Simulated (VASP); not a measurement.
# B (P3_221) in VASP: further runs

Runs on B. Level: PBE. Tasks: single point, relaxation of cell and atoms.

Everything below comes from runs of VASP 6.6.1. Logs are shortened: lines on timing, memory, paths and dates and some standing lists are left out, and cuts for length are marked.

### 1 The cell of the first run

The structure is trigonal, space group P3_221 (No. 154). Conventional cell: a = 4.787 Å, b = 4.787 Å, c = 2.972 Å, α = 90.00°, β = 90.00°, γ = 120.00°. Within 2.1 Å of B (site symmetry 1) lie 3 B at 1.56 to 1.64 Å. B (site symmetry 2) has 4 B at 1.62 to 1.64 Å within 2.2 Å.

### 2 Single point, PBE

Contents of INCAR:

```
ALGO = Normal ; EDIFF = 1E-7
ENCUT = 520 ; GGA = PE
ISIF = 2 ; ISMEAR = 0
LASPH = True ; LCHARG = False
LREAL = False ; LWAVE = False
NBANDS = 24 ; NELM = 100
PREC = Accurate ; SIGMA = 0.1
```

Contents of KPOINTS:

```
k-points
0
Gamma
  6 6 6
```

Contents of POSCAR:

```
B
1.0
    4.7872956100      0.0000000000      0.0000000000
   -2.3936478000      4.1459196100      0.0000000000
    0.0000000000      0.0000000000      2.9716642300
B
9
Direct
    0.7664782800      0.6084738900      0.1412367300
    0.3915261100      0.1580043900      0.8079034000
    0.8419956100      0.2335217200      0.4745700700
    0.6084738900      0.7664782800      0.8587632700
    0.1580043900      0.3915261100      0.1920966000
    0.2335217200      0.8419956100      0.5254299300
    0.5261267700      0.0000000000      0.1666666700
    0.0000000000      0.5261267700      0.8333333300
    0.4738732300      0.4738732300      0.5000000000
```

Potentials or basis: VASP PAW PBE potentials, release 64 (B).

Started as:

```sh
$ cat potpaw_PBE.64/B/POTCAR > POTCAR
$ mpirun -np 1 vasp_std > vasp.out
```

OUTCAR:

```text
EDIFF = 1E-7
   ENCUT = 520
   GGA = PE
   ISIF = 2
   ISMEAR = 0
   LASPH = True
   LREAL = False
   NELM = 100
   PREC = Accurate

 ion  position               nearest neighbor table
   1  0.766  0.608  0.141-   4 1.56   9 1.62   8 1.64
   2  0.392  0.158  0.808-   6 1.56   7 1.62   9 1.64
   3  0.842  0.234  0.475-   5 1.56   8 1.62   7 1.64
   4  0.608  0.766  0.859-   1 1.56   9 1.62   7 1.64
   5  0.158  0.392  0.192-   3 1.56   8 1.62   9 1.64
   6  0.234  0.842  0.525-   2 1.56   7 1.62   8 1.64
   7  0.526  0.000  0.167-   6 1.62   2 1.62   4 1.64   3 1.64
   8  0.000  0.526  0.833-   3 1.62   5 1.62   6 1.64   1 1.64
   9  0.474  0.474  0.500-   4 1.62   1 1.62   2 1.64   5 1.64

  LATTYP: Found a hexagonal cell.
 ALAT       =     4.7872956100
 C/A-ratio  =     0.6207396560

  Lattice vectors:

 A1 = (   4.7872956100,   0.0000000000,   0.0000000000)
 A2 = (  -2.3936478000,   4.1459196100,   0.0000000000)
 A3 = (   0.0000000000,   0.0000000000,   2.9716642300)

Analysis of symmetry for initial positions (statically):
=====================================================================
 Subroutine PRICEL returns:
 Original cell was already a primitive cell.

 Routine SETGRP: Setting up the symmetry group for a
 hexagonal supercell.

 Subroutine GETGRP returns: Found  6 space group operations
 (whereof  2 operations were pure point group operations)
 out of a pool of 24 trial point group operations.

The static configuration has the point symmetry C_2 .
 The point group associated with its full space group is D_3 .

Analysis of symmetry for dynamics (positions and initial velocities):
=====================================================================
 Subroutine PRICEL returns:
 Original cell was already a primitive cell.

 Routine SETGRP: Setting up the symmetry group for a
 hexagonal supercell.

 Subroutine GETGRP returns: Found  6 space group operations
 (whereof  2 operations were pure point group operations)
 out of a pool of 24 trial point group operations.

The dynamic configuration has the point symmetry C_2 .
 The point group associated with its full space group is D_3 .

 Subroutine INISYM returns: Found  6 space group operations
 (whereof  2 operations are pure point group operations),
 and found     1 'primitive' translations

----------------------------------------------------------------------------------------

                                     Primitive cell

  volume of cell :      58.9808

  direct lattice vectors                    reciprocal lattice vectors
     4.787295610  0.000000000  0.000000000     0.208886202  0.120600505  0.000000000
    -2.393647800  4.145919610  0.000000000     0.000000000  0.241201011  0.000000000
     0.000000000  0.000000000  2.971664230     0.000000000  0.000000000  0.336511773

  length of vectors
     4.787295610  4.787295604  2.971664230     0.241201010  0.241201011  0.336511773

  position of ions in fractional coordinates (direct lattice)
     0.766478280  0.608473890  0.141236730
     0.391526110  0.158004390  0.807903400
     0.841995610  0.233521720  0.474570070
     0.608473890  0.766478280  0.858763270
     0.158004390  0.391526110  0.192096600
     0.233521720  0.841995610  0.525429930
     0.526126770  0.000000000  0.166666670
     0.000000000  0.526126770  0.833333330
     0.473873230  0.473873230  0.500000000

  ion indices of the primitive-cell ions
   primitive index   ion index
                 1           1
                 2           2
                 3           3
                 4           4
                 5           5
                 6           6
                 7           7
                 8           8
                 9           9

----------------------------------------------------------------------------------------

 KPOINTS: k-points

Automatic generation of k-mesh.
 Grid dimensions read from file:
 generate k-points for:    6    6    6

 Generating k-lattice:

  Cartesian coordinates                     Fractional coordinates (reciprocal lattice)
     0.034814367  0.020100084  0.000000000     0.166666667 -0.000000000  0.000000000
     0.000000000  0.040200168  0.000000000     0.000000000  0.166666667  0.000000000
     0.000000000  0.000000000  0.056085296     0.000000000  0.000000000  0.166666667

  Length of vectors
     0.040200168  0.040200168  0.056085296

  Shift w.r.t. Gamma in fractional coordinates (k-lattice)
     0.000000000  0.000000000  0.000000000

 Subroutine IBZKPT returns following result:
 ===========================================

 Found     34 irreducible k-points:

 Following reciprocal coordinates:
            Coordinates               Weight
  0.000000  0.000000  0.000000      1.000000
  0.166667 -0.000000  0.000000      6.000000
  0.333333  0.000000  0.000000      6.000000
  0.500000  0.000000  0.000000      3.000000
  0.166667  0.166667  0.000000      6.000000
  0.333333  0.166667  0.000000     12.000000
[... 16 lines left out ...]
  0.500000  0.000000  0.333333      6.000000
  0.166667  0.166667  0.333333     12.000000
 [... further k-points ...]
   k-points           NKPTS =     34   k-points in BZ     NKDIM =     34   number of bands    NBANDS=     24
   number of dos      NEDOS =    301   number of ions     NIONS =      9
   total plane-waves  NPLWV =  31104
   dimension x,y,z NGX =    36 NGY =   36 NGZ =   24
   dimension x,y,z NGXF=    72 NGYF=   72 NGZF=   48
   ions per type =               9
   NGX,Y,Z   is equivalent  to a cutoff of  12.50, 12.50, 13.43 a.u.
   NGXF,Y,Z  is equivalent  to a cutoff of  25.00, 25.00, 26.85 a.u.
 SYSTEM =  unknown system
   PREC   = accura    normal or accurate (medium, high low for compatibility)
   ISTART =      0    job   : 0-new  1-cont  2-samecut
   ICHARG =      2    charge: 1-file 2-atom 10-const
   ISPIN  =      1    spin polarized calculation?
   LNONCOLLINEAR =      F non collinear calculations
   LSORBIT =      F    spin-orbit coupling
   LASPH  =      T    aspherical Exc in radial PAW
   ENCUT  =  520.0 eV  38.22 Ry    6.18 a.u.   8.90  8.90  5.53*2*pi/ulx,y,z
   NELM   =    100;   NELMIN=  2; NELMDL= -5     # of ELM steps
   EDIFF  = 0.1E-06   stopping-criterion for ELM
   LREAL  =      F    real-space projection
   EDIFFG = 0.1E-05   stopping-criterion for IOM
   NSW    =      0    number of steps for IOM
   IBRION =     -1    ionic relax: 0-MD 1-quasi-New 2-CG
   NFREE  =      0    steps in history (QN), initial steepest desc. (CG)
   ISIF   =      2    stress and relaxation
   ISYM   =      2    0-nonsym 1-usesym 2-fastsym
   POTIM  = 0.5000    time-step for ionic-motion
   TEBEG  =    0.0;   TEEND  =   0.0 temperature during run
   PSTRESS=    0.0 pullay stress
   NELECT =      27.0000    total number of electrons
   NUPDOWN=      -1.0000    fix difference up-down
   EMIN   =  10.00;   EMAX   =-10.00  energy-range for DOS
   EFERMI =   0.00;   METHOD = LEGACY
   ISMEAR =     0;   SIGMA  =   0.10  broadening in eV -4-tet -1-fermi 0-gaus
   EFERMI_NEDOS =   21; number of points for ismear=-14 and -15
   IALGO  =     38    algorithm
   IMIX   =      4    mixing-type and parameters
     AMIX     =   0.40;   BMIX     =  1.00
     AMIX_MAG =   1.60;   BMIX_MAG =  1.00
  volume/ion in A,a.u.               =       6.55        44.22
  Fermi-wavevector in a.u.,A,eV,Ry     =   1.261709  2.384284 21.659238  1.591909
  Thomas-Fermi vector in A             =   2.395154
   LORBIT       =      0    0 simple, 1 ext, 2 COOP (PROOUT), +10 PAW based schemes
   GGA     = PE    functional components
   LHFCALC =     F    Hartree Fock is set to
   AEXX    =    0.0000 exact exchange contribution
   IVDW    =     0    specifies the selected vdW correction
   LEPSILON=     F    determine dielectric tensor
   LRPA    =     F    only Hartree local field effects (RPA)
 non-spin polarized calculation
 Gauss-broadening in eV      SIGMA  =   0.10
  energy-cutoff  :      520.00
  volume of cell :       58.98
 maximum number of plane-waves:      1607
   NGX = 17   NGY = 17   NGZ = 11

 number of electron      26.9999999 magnetization

 Free energy of the ion-electron system (eV)
  ---------------------------------------------------
  ext. energy  EPLUGINS =         0.00000000
  ---------------------------------------------------
  free energy    TOTEN  =       -47.04274297 eV

  energy without entropy =      -47.03187651  energy(sigma->0) =      -47.03730974

 E-fermi :   6.8148     XC(G=0): -12.1864

 val. band max:        6.8122656740   @ k =   0.5000   0.0000   0.1667
 cond. band min:       6.8702544027   @ k =   0.3333   0.3333   0.0000
 fundamental gap:      0.0579887288
 Fermi energy:         6.8147831585

 k-point     1 :       0.0000    0.0000    0.0000
  band No.  band energies     occupation
      1      -9.2112      2.00000
      2      -3.6132      2.00000
      3      -3.6132      2.00000
      4      -2.7676      2.00000
      5      -1.5513      2.00000
      6      -1.5513      2.00000
[... 16 lines left out ...]
     23      15.9180      0.00000
     24      16.7467      0.00000

 k-point     2 :       0.1667   -0.0000    0.0000
  band No.  band energies     occupation
      1      -9.0376      2.00000
      2      -4.8556      2.00000
      3      -3.9048      2.00000
      4      -2.3331      2.00000
      5      -1.2354      2.00000
      6      -0.7655      2.00000
[... 16 lines left out ...]
     23      16.0130      0.00000
     24      16.9338      0.00000

 k-point     3 :       0.3333    0.0000    0.0000
  band No.  band energies     occupation
      1      -8.5356      2.00000
      2      -6.2717      2.00000
      3      -4.2848      2.00000
      4      -2.7974      2.00000
      5       0.1300      2.00000
      6       0.9899      2.00000
[... 16 lines left out ...]
     23      16.3762      0.00000
     24      17.5449      0.00000
[... 514 lines left out ...]
 k-point    23 :       0.5000    0.0000    0.3333
  band No.  band energies     occupation
      1      -6.5600      2.00000
      2      -5.7124      2.00000
      3      -3.2857      2.00000
      4      -2.2394      2.00000
      5      -1.5451      2.00000
      6      -1.3246      2.00000
[... 16 lines left out ...]
     23      16.9768      0.00000
     24      17.4619      0.00000

 k-point    24 :       0.1667    0.1667    0.3333
  band No.  band energies     occupation
      1      -7.2453      2.00000
      2      -4.4512      2.00000
      3      -3.4266      2.00000
      4      -2.7613      2.00000
      5      -0.7242      2.00000
      6      -0.3969      2.00000
[... 16 lines left out ...]
     23      17.5767      0.00000
     24      18.2420      0.00000

 [... further k-points ...]
[... 5 lines left out ...]
  --------------------------------------------------------------------------------------
  -------------------------------------------------------------------------------------
  Total       21.5033591     21.5033591     26.5524683      0.0000000      0.0000000      0.0000000
  in kB      584.1253193    584.1253182    721.2812155      0.0000007      0.0000000      0.0000000
  external PRESSURE =     629.8439510 kB  Pullay stress =       0.0000000 kB

 VOLUME and BASIS-vectors are now :
 -----------------------------------------------------------------------------
  energy-cutoff  :      520.00
  volume of cell :       58.98
      direct lattice vectors                 reciprocal lattice vectors
     4.787295610  0.000000000  0.000000000     0.208886202  0.120600505  0.000000000
    -2.393647800  4.145919610  0.000000000     0.000000000  0.241201011  0.000000000
     0.000000000  0.000000000  2.971664230     0.000000000  0.000000000  0.336511773

 POSITION                                       TOTAL-FORCE (eV/Angst)
 -----------------------------------------------------------------------------------
      2.21289      2.52268      0.41971         2.323546     -0.964212      0.865710
      1.49614      0.65507      2.40082        -0.326741      2.494356      0.865710
      3.47191      0.96816      1.41026        -1.996805     -1.530144      0.865710
      1.07827      3.17776      2.55196        -1.996805      1.530144     -0.865710
     -0.18076      1.62324      0.57085         2.323546      0.964212     -0.865710
     -0.89750      3.49085      1.56140        -0.326741     -2.494356     -0.865710
      2.51872      0.00000      0.49528         0.359707      0.000000     -0.000000
     -1.25936      2.18128      2.47639        -0.179854      0.311516      0.000000
      1.13429      1.96464      1.48583        -0.179854     -0.311516      0.000000
 -----------------------------------------------------------------------------------
    total drift:                                0.000005      0.000002      0.000000

  FREE ENERGIE OF THE ION-ELECTRON SYSTEM (eV)
  ---------------------------------------------------
  free  energy   TOTEN  =       -47.0427429691 eV

  energy  without entropy=      -47.0318765123  energy(sigma->0) =      -47.03730974
```

Wall time 33 s (1 thread of Intel Xeon Platinum 8259CL at 2.50GHz (Skylake/Cascade Lake), shared host); peak memory 0.18 GiB.

What came out:

| Quantity | Value |
| --- | --- |
| Free energy | -47.0427 eV |
| Pressure | 63.0 GPa |
| Largest force | 2.660 eV/Å |

Forces in eV/Å, atoms in the order of the input:
```
B    2.324 -0.964  0.866
B   -0.327  2.494  0.866
B   -1.997 -1.530  0.866
B   -1.997  1.530 -0.866
B    2.324  0.964 -0.866
B   -0.327 -2.494 -0.866
B    0.360  0.000  0.000
B   -0.180  0.312  0.000
B   -0.180 -0.312  0.000
```

Caveat: forces of over 1 eV/Å act on the atoms, so gaps and moduli don't describe the material at rest.

### 3 Single point, PBE

This run uses another cell than the first one, of 8.55 Å³/atom, 1.304 times its volume.

Contents of INCAR:

```
SYSTEM = B
ALGO = Normal ; EDIFF = 1E-7
ENCUT = 520 ; GGA = PE
ISIF = 2 ; ISMEAR = 0
LASPH = .TRUE. ; LCHARG = .FALSE.
LREAL = .FALSE. ; LWAVE = .FALSE.
NBANDS = 24 ; NELM = 100
PREC = Accurate ; SIGMA = 0.1
```

Contents of KPOINTS:

```
k-points
0
G
  6 6 6
  0 0 0
```

Contents of POSCAR:

```
B
1.0
    5.5393167832     -0.0000000033      0.0000000000
   -2.7696583887      4.7971890555      0.0000000000
    0.0000000000      0.0000000000      2.8941643958
B
9
Direct
    0.6818382263      0.5115033580     -0.0262642484
    0.4884966420      0.1703348683      0.6404024182
    0.8296651317      0.3181617737      0.3070690849
    0.5115033580      0.6818382263      1.0262642484
    0.1703348683      0.4884966420      0.3595975818
    0.3181617737      0.8296651317      0.6929309151
    0.5422453067      0.0000000000      0.1666666667
    0.0000000000      0.5422453067      0.8333333333
    0.4577546933      0.4577546933      0.5000000000
```

Potentials or basis: VASP PAW PBE potentials, release 64 (B).

Started as:

```sh
$ cat potpaw_PBE.64/B/POTCAR > POTCAR
$ mpirun -np 1 vasp_std > vasp.out
```

Run time: 55 s. Hardware: 1 thread of Intel Xeon Platinum 8259CL at 2.50GHz (Skylake/Cascade Lake), shared host; peak memory 0.2 GiB.

The run converged. Its results:

| Item | Value |
| --- | --- |
| Free energy | -55.7238 eV |
| Pressure | 0.3 GPa |
| Largest force | 0.022 eV/Å |

Forces on the atoms (eV/Å):
```
B    0.016 -0.015 -0.002
B    0.005  0.022 -0.002
B   -0.021 -0.007 -0.002
B   -0.021  0.007  0.002
B    0.016  0.015  0.002
B    0.005 -0.022  0.002
B    0.003  0.000  0.000
B   -0.001  0.002  0.000
B   -0.001 -0.002  0.000
```

Stress tensor (GPa, compression positive):
```
0.34 0.00 0.00
0.00 0.34 0.00
0.00 0.00 0.13
```

Levels at points of the mesh, in eV from the Fermi level:
```tsv
k point	band 12	band 13	band 14	band 15	band 16	band 17
(0.00, 0.00, 0.00)	-1.20	-0.60	1.80	1.80	4.09	4.09
(0.50, 0.00, 0.00)	-1.97	0.33	1.38	1.98	3.13	4.49
(0.00, 0.00, 0.50)	-3.53	-0.61	-0.61	2.32	3.17	3.17
(0.50, 0.00, 0.50)	-2.50	-1.36	-1.26	-0.36	1.19	2.80
```

Caveat: the k points lie up to 0.36 Å⁻¹ apart.

[end of part 1 of 2]
